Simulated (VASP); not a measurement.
Write the native input for VASP 6.6.1 that does the following.

```
Task                   : relaxation of cell and atoms
Functional             : PBE
Potentials or basis    : VASP PAW PBE potentials, release 64 (Mg, Te, O)
Cutoff                 : 600 eV
k mesh                 : 8 × 8 × 6
Occupations            : gaussian, width 0.1 eV
Spin                   : no spin polarisation
Dipole correction      : no
Further INCAR settings : ALGO = Normal; EDIFF = 1e-06; IBRION = 2; EDIFFG = -0.01; NSW = 100; ISIF = 3
```

The structure of Mg3Te2O lies in POSCAR:

```
Mg3Te2O
1.0
    4.4261642202      0.0000000000      0.0000000000
    0.0000000000      4.4261642202      0.0000000000
    0.0000000000      0.0000000000      7.1960902925
Mg Te O
3 2 1
Direct
    0.5000000000      0.0000000000      0.6223657130
    0.0000000000      0.5000000000      0.6223657130
    0.5000000000      0.5000000000      0.3016832942
    0.5000000000      0.0000000000      0.0355275798
    0.0000000000      0.5000000000      0.0355275798
    0.0000000000      0.0000000000      0.6044679603
```

The cell was built from a structure type or drawn by symmetry, and may not be a known phase.

The input as run:

INCAR

```
SYSTEM = Mg3Te2O
PREC = Accurate
ENCUT = 600
EDIFF = 1E-6
ISMEAR = 0
SIGMA = 0.1
LREAL = .FALSE.
LASPH = .TRUE.
NELM = 100
ALGO = Normal
ISIF = 3
LWAVE = .FALSE.
LCHARG = .FALSE.
GGA = PE
IBRION = 2
NSW = 100
EDIFFG = -0.01
```

KPOINTS

```
regular mesh
0
G
  8 8 6
  0 0 0
```

Potentials or basis: VASP PAW PBE potentials, release 64 (Mg, Te, O).

Launch:

```sh
$ cat potpaw_PBE.64/Mg/POTCAR potpaw_PBE.64/Te/POTCAR potpaw_PBE.64/O/POTCAR > POTCAR
$ mpirun -np 1 vasp_std > vasp.out
```

It gave:

```json
{"Relaxed volume": "23.46 Å³/atom", "Relaxed cell": "a = 4.456 Å, b = 4.456 Å, c = 7.091 Å, α = 90.00°, β = 90.00°, γ = 90.00°", "Space group after relaxing (to 0.1 Å)": "P4mm (No. 99)", "Energy gained by relaxing": "1.5 meV/atom", "Ionic steps": "11", "Pressure after relaxing": "0.0 GPa", "Largest force after relaxing": "0.009 eV/Å", "Band gap on the k mesh": "zero (bands 12 and 13 overlap by 2.67 eV)"}
```

Caveat: spin-orbit coupling is left out, which moves the levels of the heavy elements.

It took 9 min on 1 thread of AMD EPYC 9R45 96-Core Processor (Zen 5), on a shared host, peak memory 0.39 GiB.
